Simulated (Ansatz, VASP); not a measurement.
**Hg in VASP and in Ansatz**

```
Hg
1.0
     3.31180    0.00000    0.00000
    -1.65590    2.86810    0.00000
     0.00000    0.00000    4.50940
Hg
2
Direct
  0.66667 0.33333 0.75000
  0.33333 0.66667 0.25000
```

Alike in both runs: task single point; functional PBEsol; dispersion D3(BJ); k mesh 18 × 18 × 10; occupations gaussian, width 0.15 eV; no spin polarisation.

|  | VASP | Ansatz |
| --- | --- | --- |
| version | VASP 6.6.1 | Ansatz 0.2.0 |
| potentials or method | VASP PAW PBE potentials, release 64 (Hg_sv_GW), cutoff 550 eV | scalar-relativistic, plane waves, PAW |
| valence electrons in the cell | 40 | 40 |

|  | VASP | Ansatz | Ansatz less VASP |
| --- | --- | --- | --- |
| gap on the k mesh at the Fermi level (eV) | none | none | - |
| pressure (GPa) | 1.9 | 2.1 | +0.26 |
| traceless stress, the component that is largest in VASP (GPa) | 0.99 | 0.95 | -0.045 |

VASP's potentials were made for PBE, not for PBEsol. A gap of «none» marks a metal or a gap that the smearing closes.

Neither program's run includes spin-orbit coupling.
